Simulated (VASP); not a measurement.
Crystal: Hf.

```
Hf
1.0
     3.13955    0.00000    0.00000
     1.56978    2.71893    0.00000
     1.56978    0.90631    2.56344
Hf
1
Direct
  0.00000 0.00000 0.00000
```

Base run:

| Quantity | Value |
| --- | --- |
| Program | VASP 6.6.1 |
| Functional | PBEsol |
| Dispersion | D4 |
| Potentials or basis | VASP PAW PBE potentials, release 64 (Hf_pv) |
| Cutoff | 520 eV |
| k mesh | 11 × 11 × 11 |
| Occupations | gaussian, width 0.3 eV |
| Spin | no spin polarisation |

Its results: band gap on the k mesh zero (band 5 reaches 6.14 eV, above the bottom of band 6 at 4.40 eV); pressure -2.7 GPa.

Question: The run is repeated on the same cell with these changes: occupations from gaussian, width 0.3 eV to gaussian, width 0.05 eV. What comes out?

Answer: Band gap on the k mesh zero (band 5 reaches 6.14 eV, above the bottom of band 6 at 4.41 eV); pressure -3.3 GPa.

Caveats: the PAW data sets were made with another functional, which shifts forces and pressure a little; spin-orbit coupling is left out, which moves the levels of the heavy elements; pairwise dispersion overbinds metals, which lowers pressure and volume.
